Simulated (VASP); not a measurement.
# SnTe (Fm-3m) in VASP: notebook, part 2 of 2

VASP 6.6.1. Earlier steps stand in the parts before.

## 3. Single point, PBEsol (volume scaled by 0.88)

INCAR reads:

```
ALGO     = Normal         # electronic algorithm
EDIFF    = 1E-6           # SCF threshold, eV
ENCUT    = 520            # plane-wave cutoff, eV
GGA      = PS             # functional
ISIF     = 2              # what is computed and relaxed
ISMEAR   = 0              # smearing method
LASPH    = True           # aspherical terms in the spheres
LCHARG   = False          # write CHGCAR
LREAL    = False          # projectors in reciprocal space
LWAVE    = False          # write WAVECAR
NBANDS   = 17             # bands
NELM     = 80             # most SCF steps
PREC     = Accurate       # precision mode
SIGMA    = 0.01           # smearing width, eV
```

KPOINTS reads:

```
k-points
0
Gamma
  10 10 10
```

POSCAR reads:

```
SnTe
1.0
    0.0000000000      3.0128680534      3.0128680534
    3.0128680534      0.0000000000      3.0128680534
    3.0128680534      3.0128680534      0.0000000000
Sn Te
1 1
Direct
    0.0000000000      0.0000000000      0.0000000000
    0.5000000000      0.5000000000      0.5000000000
```

Potentials or basis: VASP PAW PBE potentials, release 64 (Sn_d, Te).

On the command line:

```
cat potpaw_PBE.64/Sn_d/POTCAR potpaw_PBE.64/Te/POTCAR > POTCAR
mpirun -np 1 vasp_std > vasp.out
```

OUTCAR:

```text
EDIFF = 1E-6
   ENCUT = 520
   GGA = PS
   ISIF = 2
   ISMEAR = 0
   LASPH = True
   LREAL = False
   NELM = 80
   PREC = Accurate

 ion  position               nearest neighbor table
   1  0.000  0.000  0.000-   2 3.01   2 3.01   2 3.01   2 3.01   2 3.01   2 3.01
   2  0.500  0.500  0.500-   1 3.01   1 3.01   1 3.01   1 3.01   1 3.01   1 3.01

  LATTYP: Found a face centered cubic cell.
 ALAT       =     6.0257361068

  Lattice vectors:

 A1 = (   0.0000000000,   3.0128680534,   3.0128680534)
 A2 = (   3.0128680534,   0.0000000000,   3.0128680534)
[... 649 lines left out ...]
      5     -13.2547      2.00000
      6      -3.7718      2.00000
[... 9 lines left out ...]
     16      18.1434      0.00000
     17      18.5070      0.00000

 [... further k-points ...]
[... 5 lines left out ...]
  --------------------------------------------------------------------------------------
  -------------------------------------------------------------------------------------
  Total        2.7440054      2.7440054      2.7440054      0.0000000      0.0000000      0.0000000
  in kB       80.3757808     80.3757808     80.3757808      0.0000000      0.0000000      0.0000000
  external PRESSURE =      80.3757808 kB  Pullay stress =       0.0000000 kB

 VOLUME and BASIS-vectors are now :
 -----------------------------------------------------------------------------
  energy-cutoff  :      520.00
  volume of cell :       54.70
      direct lattice vectors                 reciprocal lattice vectors
     0.000000000  3.012868053  3.012868053    -0.165954828  0.165954828  0.165954828
     3.012868053  0.000000000  3.012868053     0.165954828 -0.165954828  0.165954828
     3.012868053  3.012868053  0.000000000     0.165954828  0.165954828 -0.165954828

 POSITION                                       TOTAL-FORCE (eV/Angst)
 -----------------------------------------------------------------------------------
      0.00000      0.00000      0.00000         0.000000      0.000000      0.000000
      3.01287      3.01287      3.01287        -0.000000      0.000000     -0.000000
 -----------------------------------------------------------------------------------
    total drift:                                0.000000     -0.000000     -0.000000

  FREE ENERGIE OF THE ION-ELECTRON SYSTEM (eV)
  ---------------------------------------------------
  free  energy   TOTEN  =        -8.1695250706 eV

  energy  without entropy=       -8.1695250706  energy(sigma->0) =       -8.16952507
```

stdout:

```text
POSCAR found type information on POSCAR SnTe
 POSCAR found :  2 types and       2 ions
 scaLAPACK will be used
 -----------------------------------------------------------------------------
|                                                                             |
|                                                                             |
|     You enforced a specific xc type in the INCAR file but a different       |
|     I HOPE YOU KNOW WHAT YOU ARE DOING!                                     |
|                                                                             |
 -----------------------------------------------------------------------------

 LDA part: xc-table for (Slater+PW92), standard interpolation
 POSCAR, INCAR and KPOINTS ok, starting setup
 FFT: planning ... GRIDC
 FFT: planning ... GRID_SOFT
 FFT: planning ... GRID
 WAVECAR not read
 entering main loop
```

It took 26 s on 1 thread of Intel Xeon 6975P-C, shared host; peak memory 0.2 GiB.

Results:

- Free energy: -8.1695 eV
- Pressure: 8.0 GPa
- Band gap on the k mesh: 0.24 eV, indirect (least direct gap 0.25 eV)

Caveat: the PAW data sets were made with another functional, which shifts forces and pressure a little; spin-orbit coupling is left out, which moves the levels of the heavy elements. A k mesh can miss the band edges.

## 4. Single point, PBEsol (volume scaled by 0.91)

INCAR reads:

```
SYSTEM = SnTe
ALGO = Normal
EDIFF = 1E-6
ENCUT = 520
GGA = PS
ISIF = 2
ISMEAR = 0
LASPH = .True.
LCHARG = .False.
LREAL = .False.
LWAVE = .False.
NBANDS = 17
NELM = 60
PREC = Accurate
SIGMA = 0.01
```

KPOINTS reads:

```
k-points
0
Gamma
  10 10 10
  0 0 0
```

POSCAR reads:

```
SnTe
1.0
    0.0000000000      3.0467233371      3.0467233371
    3.0467233371      0.0000000000      3.0467233371
    3.0467233371      3.0467233371      0.0000000000
Sn Te
1 1
Direct
    0.0000000000      0.0000000000      0.0000000000
    0.5000000000      0.5000000000      0.5000000000
```

On the command line:

```
cat potpaw_PBE.64/Sn_d/POTCAR potpaw_PBE.64/Te/POTCAR > POTCAR
mpirun -np 1 vasp_std > vasp.out
```

Wall time 24 s (1 thread of Intel Xeon 6975P-C, shared host); peak memory 0.2 GiB.

Results (log left out):

* Free energy: -8.2488 eV
* Pressure: 5.5 GPa
* Band gap on the k mesh: 0.29 eV, direct

Levels at points of the mesh, in eV from the valence-band top:
```tsv
k point	band 7	band 8	band 9	band 10	band 11	band 12	band 13	band 14
(0.00, 0.00, 0.00)	-4.16	-2.30	-2.30	-2.30	3.66	3.66	3.66	4.65
(0.50, 0.00, 0.00)	-8.84	-1.93	-1.93	0.00	0.29	0.29	0.46	8.09
(0.50, 0.50, 0.00)	-6.47	-6.24	-4.14	-4.14	1.80	5.55	5.55	7.28
```

Caveat: the PAW data sets were made with another functional, which shifts forces and pressure a little; spin-orbit coupling is left out, which moves the levels of the heavy elements.

## 5. Overview

```tsv
cell	gap on the mesh (eV)	pressure (GPa)
a = 4.534 Å, angles 60.0°, 2 atoms	-	-2.4
a = 4.261 Å, angles 60.0°, 2 atoms	0.24	8.0
a = 4.309 Å, angles 60.0°, 2 atoms	0.29	5.5
```

Alike in all rows: task single point; level PBEsol; potentials or basis VASP PAW PBE potentials, release 64 (Sn_d, Te); no spin polarisation; k mesh 10 × 10 × 10; cutoff (eV) 520; smearing gaussian 0.01 eV.

Caveats: the PAW data sets were made with another functional, which shifts forces and pressure a little; spin-orbit coupling is left out, which moves the levels of the heavy elements.

Absolute energies hang on the potentials; compare differences alone.
